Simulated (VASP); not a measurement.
# TaMo4 (Pm-3m) in VASP: further runs

TaMo4 is run at these levels: PBE; tasks: relaxation of cell and atoms, single point.

All numbers are computed with VASP 6.6.1; they aren't measurements. Logs are shortened: lines on timing, memory, paths and dates and some standing lists are left out, and cuts for length are marked.

## 1. The cell of the first run

Symmetry: Pm-3m, No. 221, cubic system. Conventional cell: a = 4.650 Å, b = 4.650 Å, c = 4.650 Å, α = 90.00°, β = 90.00°, γ = 90.00°. Ta (site symmetry m-3m) has 6 Mo at 2.32 Å within 3.1 Å. Mo (site symmetry 4/mmm) has 2 Ta at 2.32 Å within 3.1 Å. Within 4.3 Å of Mo (site symmetry m-3m) lie 12 Mo at 3.29 Å and 8 Ta at 4.03 Å.

The cell was built from a structure type or drawn by symmetry, and may not be a known phase.

## 2. Relaxation of cell and atoms, PBE

File INCAR:

```
  PREC = Accurate
  ENCUT = 600
  EDIFF = 1E-7
  ISMEAR = 0
  SIGMA = 0.1
  LREAL = F
  LASPH = T
  NELM = 100
  ALGO = Normal
  ISIF = 3
  LWAVE = F
  LCHARG = F
  GGA = PE
  IBRION = 2
  NSW = 90
  EDIFFG = -0.04
```

File KPOINTS:

```
regular mesh
0
Gamma
  4 4 4
```

File POSCAR:

```
TaMo4
1.0
    4.6499427100      0.0000000000      0.0000000000
    0.0000000000      4.6499427100      0.0000000000
    0.0000000000      0.0000000000      4.6499427100
Ta Mo
1 4
Direct
    0.5000000000      0.5000000000      0.5000000000
    0.0000000000      0.5000000000      0.5000000000
    0.5000000000      0.0000000000      0.5000000000
    0.5000000000      0.5000000000      0.0000000000
    0.0000000000      0.0000000000      0.0000000000
```

Potentials or basis: VASP PAW PBE potentials, release 64 (Ta_pv, Mo_sv).

Command:

```bash
cat potpaw_PBE.64/Ta_pv/POTCAR potpaw_PBE.64/Mo_sv/POTCAR > POTCAR
mpirun -np 1 vasp_std > vasp.out
```

OUTCAR:

```text
PREC = Accurate
   ENCUT = 600
   EDIFF = 1E-7
   ISMEAR = 0
   LREAL = F
   LASPH = T
   NELM = 100
   ISIF = 3
   GGA = PE
   IBRION = 2
   NSW = 90
   EDIFFG = -0.04

 ion  position               nearest neighbor table
   1  0.500  0.500  0.500-   2 2.32   3 2.32   4 2.32   4 2.32   3 2.32   2 2.32
   2  0.000  0.500  0.500-   1 2.32   1 2.32   4 3.29   5 3.29   4 3.29   5 3.29   3 3.29   5 3.29
                             5 3.29   3 3.29   3 3.29   4 3.29   4 3.29   3 3.29
   3  0.500  0.000  0.500-   1 2.32   1 2.32   4 3.29   5 3.29   4 3.29   5 3.29   2 3.29   2 3.29
                             4 3.29   4 3.29   2 3.29   5 3.29   5 3.29   2 3.29
   4  0.500  0.500  0.000-   1 2.32   1 2.32   3 3.29   5 3.29   2 3.29   2 3.29   3 3.29   3 3.29
                             5 3.29   3 3.29   2 3.29   5 3.29   2 3.29   5 3.29
   5  0.000  0.000  0.000-   2 3.29   3 3.29   4 3.29   2 3.29   3 3.29   2 3.29   4 3.29   2 3.29
                             3 3.29   4 3.29   3 3.29   4 3.29

  LATTYP: Found a simple cubic cell.
 ALAT       =     4.6499427100

  Lattice vectors:

 A1 = (   4.6499427100,   0.0000000000,   0.0000000000)
 A2 = (   0.0000000000,   4.6499427100,   0.0000000000)
 A3 = (   0.0000000000,   0.0000000000,   4.6499427100)

Analysis of symmetry for initial positions (statically):
=====================================================================
 Subroutine PRICEL returns:
 Original cell was already a primitive cell.

 Routine SETGRP: Setting up the symmetry group for a
 simple cubic supercell.

 Subroutine GETGRP returns: Found 48 space group operations
 (whereof 48 operations were pure point group operations)
 out of a pool of 48 trial point group operations.

The static configuration has the point symmetry O_h .

Analysis of symmetry for dynamics (positions and initial velocities):
=====================================================================
 Subroutine PRICEL returns:
 Original cell was already a primitive cell.

 Routine SETGRP: Setting up the symmetry group for a
 simple cubic supercell.

 Subroutine GETGRP returns: Found 48 space group operations
 (whereof 48 operations were pure point group operations)
 out of a pool of 48 trial point group operations.

The dynamic configuration has the point symmetry O_h .

 Subroutine INISYM returns: Found 48 space group operations
 (whereof 48 operations are pure point group operations),
 and found     1 'primitive' translations

----------------------------------------------------------------------------------------

                                     Primitive cell

  volume of cell :     100.5409

  direct lattice vectors                    reciprocal lattice vectors
     4.649942710  0.000000000  0.000000000     0.215056413  0.000000000  0.000000000
     0.000000000  4.649942710  0.000000000     0.000000000  0.215056413  0.000000000
     0.000000000  0.000000000  4.649942710     0.000000000  0.000000000  0.215056413

  length of vectors
     4.649942710  4.649942710  4.649942710     0.215056413  0.215056413  0.215056413

  position of ions in fractional coordinates (direct lattice)
     0.500000000  0.500000000  0.500000000
     0.000000000  0.500000000  0.500000000
     0.500000000  0.000000000  0.500000000
     0.500000000  0.500000000  0.000000000
     0.000000000  0.000000000  0.000000000

  ion indices of the primitive-cell ions
   primitive index   ion index
                 1           1
                 2           2
                 3           3
                 4           4
                 5           5

----------------------------------------------------------------------------------------

 KPOINTS: regular mesh

Automatic generation of k-mesh.
 Grid dimensions read from file:
 generate k-points for:    4    4    4

 Generating k-lattice:

  Cartesian coordinates                     Fractional coordinates (reciprocal lattice)
     0.053764103  0.000000000  0.000000000     0.250000000  0.000000000  0.000000000
     0.000000000  0.053764103  0.000000000     0.000000000  0.250000000  0.000000000
     0.000000000  0.000000000  0.053764103     0.000000000  0.000000000  0.250000000

  Length of vectors
     0.053764103  0.053764103  0.053764103

  Shift w.r.t. Gamma in fractional coordinates (k-lattice)
     0.000000000  0.000000000  0.000000000

 Subroutine IBZKPT returns following result:
 ===========================================

 Found     10 irreducible k-points:

 Following reciprocal coordinates:
            Coordinates               Weight
  0.000000  0.000000  0.000000      1.000000
  0.250000  0.000000  0.000000      6.000000
  0.500000  0.000000  0.000000      3.000000
  0.250000  0.250000  0.000000     12.000000
  0.500000  0.250000  0.000000     12.000000
  0.500000  0.500000  0.000000      3.000000
  0.250000  0.250000  0.250000      8.000000
  0.500000  0.250000  0.250000     12.000000
  0.500000  0.500000  0.250000      6.000000
  0.500000  0.500000  0.500000      1.000000
   k-points           NKPTS =     10   k-points in BZ     NKDIM =     10   number of bands    NBANDS=     40
   number of dos      NEDOS =    301   number of ions     NIONS =      5
   total plane-waves  NPLWV =  64000
   dimension x,y,z NGX =    40 NGY =   40 NGZ =   40
   dimension x,y,z NGXF=    80 NGYF=   80 NGZF=   80
   ions per type =               1   4
   NGX,Y,Z   is equivalent  to a cutoff of  14.30, 14.30, 14.30 a.u.
   NGXF,Y,Z  is equivalent  to a cutoff of  28.60, 28.60, 28.60 a.u.
 SYSTEM =  unknown system
   PREC   = accura    normal or accurate (medium, high low for compatibility)
   ISTART =      0    job   : 0-new  1-cont  2-samecut
   ICHARG =      2    charge: 1-file 2-atom 10-const
   ISPIN  =      1    spin polarized calculation?
   LNONCOLLINEAR =      F non collinear calculations
   LSORBIT =      F    spin-orbit coupling
   LASPH  =      T    aspherical Exc in radial PAW
   ENCUT  =  600.0 eV  44.10 Ry    6.64 a.u.   9.29  9.29  9.29*2*pi/ulx,y,z
   NELM   =    100;   NELMIN=  2; NELMDL= -5     # of ELM steps
   EDIFF  = 0.1E-06   stopping-criterion for ELM
   LREAL  =      F    real-space projection
   EDIFFG = -.4E-01   stopping-criterion for IOM
   NSW    =     90    number of steps for IOM
   IBRION =      2    ionic relax: 0-MD 1-quasi-New 2-CG
   NFREE  =      1    steps in history (QN), initial steepest desc. (CG)
   ISIF   =      3    stress and relaxation
   ISYM   =      2    0-nonsym 1-usesym 2-fastsym
   POTIM  = 0.5000    time-step for ionic-motion
   TEBEG  =    0.0;   TEEND  =   0.0 temperature during run
   PSTRESS=    0.0 pullay stress
   NELECT =      67.0000    total number of electrons
   NUPDOWN=      -1.0000    fix difference up-down
   EMIN   =  10.00;   EMAX   =-10.00  energy-range for DOS
   EFERMI =   0.00;   METHOD = LEGACY
   ISMEAR =     0;   SIGMA  =   0.10  broadening in eV -4-tet -1-fermi 0-gaus
   EFERMI_NEDOS =   21; number of points for ismear=-14 and -15
   IALGO  =     38    algorithm
   IMIX   =      4    mixing-type and parameters
     AMIX     =   0.40;   BMIX     =  1.00
     AMIX_MAG =   1.60;   BMIX_MAG =  1.00
  volume/ion in A,a.u.               =      20.11       135.70
  Fermi-wavevector in a.u.,A,eV,Ry     =   1.429943  2.702201 27.820349  2.044738
  Thomas-Fermi vector in A             =   2.549842
   LORBIT       =      0    0 simple, 1 ext, 2 COOP (PROOUT), +10 PAW based schemes
   GGA     = PE    functional components
   LHFCALC =     F    Hartree Fock is set to
   AEXX    =    0.0000 exact exchange contribution
   IVDW    =     0    specifies the selected vdW correction
   LEPSILON=     F    determine dielectric tensor
   LRPA    =     F    only Hartree local field effects (RPA)
 conjugate gradient relaxation of ions
 non-spin polarized calculation
 Gauss-broadening in eV      SIGMA  =   0.10
  energy-cutoff  :      600.00
  volume of cell :      100.54
 maximum number of plane-waves:      3407
 NGX is ok and might be reduce to    40
   NGX = 19   NGY = 19   NGZ = 19

--------------------------------------- Ionic step        1  -------------------------------------------

 number of electron      66.9999999 magnetization

 Free energy of the ion-electron system (eV)
  ---------------------------------------------------
  ext. energy  EPLUGINS =         0.00000000
  ---------------------------------------------------
  free energy    TOTEN  =       -45.13488347 eV

  energy without entropy =      -45.10164159  energy(sigma->0) =      -45.11826253

------------------------ aborting loop because EDIFF is reached ----------------------------------------

  FORCE on cell =-STRESS in cart. coord.  units (eV):
  Direction    XX          YY          ZZ          XY          YZ          ZX
  --------------------------------------------------------------------------------------
  -------------------------------------------------------------------------------------
  Total        1.1486246      1.1486246      1.1486246     -0.0000000     -0.0000000     -0.0000000
  in kB       18.3039949     18.3039949     18.3039949     -0.0000000     -0.0000000     -0.0000000
  external PRESSURE =      18.3039949 kB  Pullay stress =       0.0000000 kB
[... 63 lines left out ...]
  energy  without entropy=      -45.0925505269  energy(sigma->0) =      -45.10845271

--------------------------------------- Ionic step        3  -------------------------------------------

 number of electron      67.0000006 magnetization

 Free energy of the ion-electron system (eV)
  ---------------------------------------------------
  ext. energy  EPLUGINS =         0.00000000
  ---------------------------------------------------
  free energy    TOTEN  =       -45.14218498 eV

  energy without entropy =      -45.10926806  energy(sigma->0) =      -45.12572652

 E-fermi :   7.7027     XC(G=0): -11.7367

 val. band max:        7.6946667885   @ k =   0.5000   0.5000   0.5000
 cond. band min:       7.7419462177   @ k =   0.5000   0.5000   0.0000
 fundamental gap:      0.0472794292
 Fermi energy:         7.7027186604

 k-point     1 :       0.0000    0.0000    0.0000
  band No.  band energies     occupation
      1     -53.5820      2.00000
      2     -53.1668      2.00000
      3     -53.1455      2.00000
      4     -53.1455      2.00000
      5     -28.8578      2.00000
      6     -28.8578      2.00000
[... 451 lines left out ...]
  FREE ENERGIE OF THE ION-ELECTRON SYSTEM (eV)
  ---------------------------------------------------
  free  energy   TOTEN  =       -45.1421849766 eV

  energy  without entropy=      -45.1092680575  energy(sigma->0) =      -45.12572652

 reached required accuracy - stopping structural energy minimisation
```

Wall time 3.8 min (1 thread of Intel Xeon 8259CL, shared host); peak memory 0.27 GiB.

Results:

| Quantity | Value |
| --- | --- |
| Free energy | -45.1422 eV |
| Relaxed volume | 20.37 Å³/atom |
| Relaxed cell | a = 4.670 Å, b = 4.670 Å, c = 4.670 Å, α = 90.00°, β = 90.00°, γ = 90.00° |
| Space group after relaxing (to 0.1 Å) | Pm-3m (No. 221) |
| Energy gained by relaxing | 1.5 meV/atom |
| Ionic steps | 3 |
| Pressure after relaxing | 0.0 GPa |
| Band gap on the k mesh | zero (an odd number of electrons rules out a gap without spin polarisation) |

The path:
```
step  energy change (eV)  largest force (eV/Å)  pressure (GPa)  volume (Å³)
   1              0.0000                0.0000            1.83       100.54
   2              0.0105                0.0000           -2.71       103.92
   3             -0.0073                0.0000           -0.01       101.85
```

Final structure:
```
Ta Mo
1.0
     4.67001    0.00000    0.00000
     0.00000    4.67001    0.00000
     0.00000    0.00000    4.67001
Ta Mo
1 4
Direct
  0.50000 0.50000 0.50000
  0.00000 0.50000 0.50000
  0.50000 0.00000 0.50000
  0.50000 0.50000 0.00000
  0.00000 0.00000 0.00000
```

Caveat: spin-orbit coupling is left out, which moves the levels of the heavy elements.

[end of part 1 of 2]
